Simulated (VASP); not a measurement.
Pb:

```
Pb
1.0
     3.47159    0.00000    0.00000
    -1.73580    3.00649    0.00000
     0.00000    0.00000    5.99739
Pb
2
Direct
  0.33333 0.66667 0.25000
  0.66667 0.33333 0.75000
```

Base run:

| Item | Value |
| --- | --- |
| Program | VASP 6.6.1 |
| Functional | PBE |
| Potentials or basis | VASP PAW PBE potentials, release 64 (Pb_d) |
| Cutoff | 520 eV |
| k mesh | 6 × 6 × 4 |
| Occupations | gaussian, width 0.1 eV |
| Spin | no spin polarisation |

Its results: band gap on the k mesh zero (band 14 reaches 12.95 eV, above the bottom of band 15 at 5.25 eV); pressure 1.3 GPa.

Question: The run is repeated on the same cell with these changes: cutoff from 520 eV to 500 eV; k mesh from 6 × 6 × 4 to 3 × 3 × 1. What comes out?

Answer: Band gap on the k mesh zero (band 14 reaches 12.92 eV, above the bottom of band 15 at 6.14 eV); pressure -1.6 GPa.

Caveats: some runs use coarse meshes; spin-orbit coupling is left out, which moves the levels of the heavy elements.
